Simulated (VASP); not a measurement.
# SnTe (Fm-3m) in VASP: notebook

SnTe is run at these levels: revPBE+D3(BJ), LDA, BLYP+D4; tasks: single point.

Program: VASP 6.6.1. These are calculated values, not measurements. Logs are shortened: lines on timing, memory, paths and dates and some standing lists are left out, and cuts for length are marked.

## 1. The cell of the first run

Symmetry: Fm-3m, No. 225, cubic system. The conventional cell has a = 6.302 Å, b = 6.302 Å, c = 6.302 Å, α = 90.00°, β = 90.00°, γ = 90.00°. Te (site symmetry m-3m) has 6 Sn at 3.15 Å within 4.1 Å. Sn (site symmetry m-3m) has 6 Te at 3.15 Å within 4.1 Å.

## 2. Single point, revPBE+D3(BJ)

The input, INCAR:

```
PREC = Accurate
ENCUT = 520
EDIFF = 1E-6
ISMEAR = -1
SIGMA = 0.05
LREAL = F
LASPH = T
NELM = 100
ALGO = Normal
ISIF = 2
LWAVE = F
LCHARG = F
GGA = RE
IVDW = 12
NBANDS = 17
```

The input, KPOINTS:

```
Automatic mesh
0
Gamma
  7 7 7
```

The input, POSCAR:

```
SnTe
1.0
    0.0000000000      3.1508500000      3.1508500000
    3.1508500000      0.0000000000      3.1508500000
    3.1508500000      3.1508500000      0.0000000000
Te Sn
1 1
Direct
    0.5000000000      0.5000000000      0.5000000000
    0.0000000000      0.0000000000      0.0000000000
```

Potentials or basis: VASP PAW PBE potentials, release 64 (Te, Sn_d).

The run is started by

```console
$ cat potpaw_PBE.64/Te/POTCAR potpaw_PBE.64/Sn_d/POTCAR > POTCAR
$ mpirun -np 1 vasp_std > vasp.out
```

OUTCAR:

```text
PREC = Accurate
   ENCUT = 520
   EDIFF = 1E-6
   ISMEAR = -1
   LREAL = F
   LASPH = T
   NELM = 100
   ISIF = 2
   GGA = RE
   IVDW = 12
 IVDW          = 12

 ion  position               nearest neighbor table
   1  0.500  0.500  0.500-   2 3.15   2 3.15   2 3.15   2 3.15   2 3.15   2 3.15
   2  0.000  0.000  0.000-   1 3.15   1 3.15   1 3.15   1 3.15   1 3.15   1 3.15

  LATTYP: Found a face centered cubic cell.
 ALAT       =     6.3017000000

  Lattice vectors:

 A1 = (   0.0000000000,   3.1508500000,   3.1508500000)
 A2 = (   3.1508500000,   0.0000000000,   3.1508500000)
 A3 = (   3.1508500000,   3.1508500000,   0.0000000000)

Analysis of symmetry for initial positions (statically):
[... 33 lines left out ...]
                                     Primitive cell

  volume of cell :      62.5624

  direct lattice vectors                    reciprocal lattice vectors
     0.000000000  3.150850000  3.150850000    -0.158687338  0.158687338  0.158687338
     3.150850000  0.000000000  3.150850000     0.158687338 -0.158687338  0.158687338
     3.150850000  3.150850000  0.000000000     0.158687338  0.158687338 -0.158687338

  length of vectors
     4.455974803  4.455974803  4.455974803     0.274854533  0.274854533  0.274854533

  position of ions in fractional coordinates (direct lattice)
     0.500000000  0.500000000  0.500000000
     0.000000000  0.000000000  0.000000000

  ion indices of the primitive-cell ions
   primitive index   ion index
                 1           1
                 2           2

----------------------------------------------------------------------------------------

 KPOINTS: Automatic mesh

Automatic generation of k-mesh.
 Grid dimensions read from file:
 generate k-points for:    7    7    7

 Generating k-lattice:

  Cartesian coordinates                     Fractional coordinates (reciprocal lattice)
    -0.022669620  0.022669620  0.022669620     0.142857143  0.000000000  0.000000000
     0.022669620 -0.022669620  0.022669620     0.000000000  0.142857143  0.000000000
     0.022669620  0.022669620 -0.022669620     0.000000000  0.000000000  0.142857143

  Length of vectors
     0.039264933  0.039264933  0.039264933

  Shift w.r.t. Gamma in fractional coordinates (k-lattice)
     0.000000000  0.000000000  0.000000000

 Subroutine IBZKPT returns following result:
 ===========================================

 Found     20 irreducible k-points:

 Following reciprocal coordinates:
[... 34 lines left out ...]
   LNONCOLLINEAR =      F non collinear calculations
   LSORBIT =      F    spin-orbit coupling
   LASPH  =      T    aspherical Exc in radial PAW
   ENCUT  =  520.0 eV  38.22 Ry    6.18 a.u.   8.29  8.29  8.29*2*pi/ulx,y,z
   NELM   =    100;   NELMIN=  2; NELMDL= -5     # of ELM steps
   EDIFF  = 0.1E-05   stopping-criterion for ELM
   LREAL  =      F    real-space projection
   EDIFFG = 0.1E-04   stopping-criterion for IOM
   NSW    =      0    number of steps for IOM
   IBRION =     -1    ionic relax: 0-MD 1-quasi-New 2-CG
   NFREE  =      0    steps in history (QN), initial steepest desc. (CG)
   ISIF   =      2    stress and relaxation
   ISYM   =      2    0-nonsym 1-usesym 2-fastsym
   POTIM  = 0.5000    time-step for ionic-motion
   TEBEG  =    0.0;   TEEND  =   0.0 temperature during run
   PSTRESS=    0.0 pullay stress
   NELECT =      20.0000    total number of electrons
   NUPDOWN=      -1.0000    fix difference up-down
   EMIN   =  10.00;   EMAX   =-10.00  energy-range for DOS
   EFERMI =   0.00;   METHOD = LEGACY
   ISMEAR =    -1;   SIGMA  =   0.05  broadening in eV -4-tet -1-fermi 0-gaus
   EFERMI_NEDOS =   21; number of points for ismear=-14 and -15
   IALGO  =     38    algorithm
   IMIX   =      4    mixing-type and parameters
     AMIX     =   0.40;   BMIX     =  1.00
     AMIX_MAG =   1.60;   BMIX_MAG =  1.00
  volume/ion in A,a.u.               =      31.28       211.10
  Fermi-wavevector in a.u.,A,eV,Ry     =   1.119387  2.115336 17.048485  1.253028
  Thomas-Fermi vector in A             =   2.256026
   LORBIT       =      0    0 simple, 1 ext, 2 COOP (PROOUT), +10 PAW based schemes
   GGA     = RE    functional components
   LHFCALC =     F    Hartree Fock is set to
   AEXX    =    0.0000 exact exchange contribution
   IVDW    =    12    specifies the selected vdW correction
   LEPSILON=     F    determine dielectric tensor
   LRPA    =     F    only Hartree local field effects (RPA)
 non-spin polarized calculation
  energy-cutoff  :      520.00
  volume of cell :       62.56
 maximum number of plane-waves:      1705
 NGX is ok and might be reduce to    36
   NGX = 17   NGY = 17   NGZ = 17

 number of electron      19.9999998 magnetization

 Free energy of the ion-electron system (eV)
  ---------------------------------------------------
  ext. energy  EPLUGINS =         0.00000000
  ---------------------------------------------------
  free energy    TOTEN  =        -6.92037331 eV

  energy without entropy =       -6.92029817  energy(sigma->0) =       -6.92033574

 E-fermi :   7.1350     XC(G=0):  -9.4220

 val. band max:        6.8213787248   @ k =   0.4286   0.0000   0.0000
 cond. band min:       7.4840156996   @ k =   0.4286   0.0000   0.0000
 fundamental gap:      0.6626369747
 Fermi energy:         7.1350138504

 k-point     1 :       0.0000    0.0000    0.0000
  band No.  band energies     occupation
      1     -14.9182      2.00000
      2     -14.9182      2.00000
      3     -14.9141      2.00000
      4     -14.9141      2.00000
      5     -14.9141      2.00000
      6      -5.7590      2.00000
[... 377 lines left out ...]
      4     -14.9092      2.00000
      5     -14.9040      2.00000
      6      -4.1235      2.00000
[... 9 lines left out ...]
     16      16.8371      0.00000
     17      17.4564      0.00000

------------------------ aborting loop because EDIFF is reached ----------------------------------------

 Edisp (eV)   -1.50470

 E8    (eV) :    -1.0896

  FORCE on cell =-STRESS in cart. coord.  units (eV):
  Direction    XX          YY          ZZ          XY          YZ          ZX
  --------------------------------------------------------------------------------------
  -------------------------------------------------------------------------------------
  Total      -0.30589    -0.30589    -0.30589    -0.00000     0.00000     0.00000
  in kB      -7.83350    -7.83350    -7.83350    -0.00000     0.00000     0.00000
  external pressure =       -7.83 kB  Pullay stress =        0.00 kB

 VOLUME and BASIS-vectors are now :
 -----------------------------------------------------------------------------
  energy-cutoff  :      520.00
  volume of cell :       62.56
      direct lattice vectors                 reciprocal lattice vectors
     0.000000000  3.150850000  3.150850000    -0.158687338  0.158687338  0.158687338
     3.150850000  0.000000000  3.150850000     0.158687338 -0.158687338  0.158687338
     3.150850000  3.150850000  0.000000000     0.158687338  0.158687338 -0.158687338

 POSITION                                       TOTAL-FORCE (eV/Angst)
 -----------------------------------------------------------------------------------
      3.15085      3.15085      3.15085         0.000000      0.000000      0.000000
      0.00000      0.00000      0.00000        -0.000000      0.000000      0.000000
 -----------------------------------------------------------------------------------
    total drift:                               -0.000000      0.000000      0.000000

  FREE ENERGIE OF THE ION-ELECTRON SYSTEM (eV)
  ---------------------------------------------------
  free  energy   TOTEN  =        -8.4250688976 eV

  energy  without entropy=       -8.4249937646  energy(sigma->0) =       -8.42503133
```

OSZICAR:

```text
N       E                     dE             d eps       ncg     rms          rms(c)
DAV:   1     0.128473015995E+03    0.12847E+03   -0.97682E+03   689   0.134E+03
DAV:   2     0.441121133499E+01   -0.12406E+03   -0.12046E+03   730   0.326E+02
DAV:   3    -0.663874392831E+01   -0.11050E+02   -0.10973E+02   832   0.887E+01
DAV:   4    -0.694964457077E+01   -0.31090E+00   -0.31072E+00   784   0.155E+01
DAV:   5    -0.696346293399E+01   -0.13818E-01   -0.13818E-01  1001   0.312E+00    0.477E+00
DAV:   6    -0.691600870885E+01    0.47454E-01   -0.11519E-01   901   0.220E+00    0.300E+00
DAV:   7    -0.691950767507E+01   -0.34990E-02   -0.53775E-02   748   0.111E+00    0.781E-01
DAV:   8    -0.692016695112E+01   -0.65928E-03   -0.73698E-03   846   0.675E-01    0.200E-01
DAV:   9    -0.692036823811E+01   -0.20129E-03   -0.65602E-04   912   0.262E-01    0.453E-02
DAV:  10    -0.692036431563E+01    0.39225E-05   -0.14209E-04   867   0.105E-01    0.152E-02
DAV:  11    -0.692037346534E+01   -0.91497E-05   -0.49654E-05   835   0.581E-02    0.212E-02
DAV:  12    -0.692037330522E+01    0.16012E-06   -0.40442E-06   827   0.179E-02
   1 F= -.84250689E+01 E0= -.84250313E+01  d E =-.751330E-04
```

Run time: 21 s. Hardware: 1 thread of Intel Xeon 6975P-C, shared host; peak memory 0.21 GiB.

Results:

* Free energy: -8.4251 eV
* Pressure: -0.8 GPa
* Dispersion energy per atom: -0.752 eV

Levels at points of the mesh, in eV from the Fermi level:
```tsv
k point	band 6	band 7	band 8	band 9	band 10	band 11	band 12	band 13	band 14	band 15
(0.00, 0.00, 0.00)	-12.89	-4.73	-2.25	-2.25	-2.25	3.27	3.27	3.27	4.65	4.65
```

Caveat: this odd mesh misses L, where the gap lies, so gap, dielectric constants and Born charges aren't listed; the PAW data sets were made with another functional, which shifts forces and pressure a little; spin-orbit coupling is left out, which moves the levels of the heavy elements.

(Part 1 of 2 ends here.)
